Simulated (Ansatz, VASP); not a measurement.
LiCl in VASP and in Ansatz

```
Li Cl
1.0
     0.00000    2.58133    2.58133
     2.58133    0.00000    2.58133
     2.58133    2.58133    0.00000
Li Cl
1 1
Direct
  0.00000 0.00000 0.00000
  0.50000 0.50000 0.50000
```

Alike in both runs: task single point; functional r2SCAN; k mesh 8 × 8 × 8; no spin polarisation.

|  | VASP | Ansatz |
| --- | --- | --- |
| version | VASP 6.6.1 | Ansatz 0.2.0 |
| potentials or method | VASP PAW PBE potentials, release 64 (Li_sv, Cl) | plane waves, PAW |
| plane-wave cutoff (eV) | 520 | 500 |
| occupations | gaussian, width 0.01 eV | fixed |
| valence electrons in the cell | 10 | 10 |

|  | VASP | Ansatz | Ansatz less VASP |
| --- | --- | --- | --- |
| gap on the k mesh at the Fermi level (eV) | 7.18 | 7.11 | -0.066 |

VASP's potentials were made for PBE, not for r2SCAN.

Noted on VASP's run: the cutoff is short for stress, so the pressure is rough.
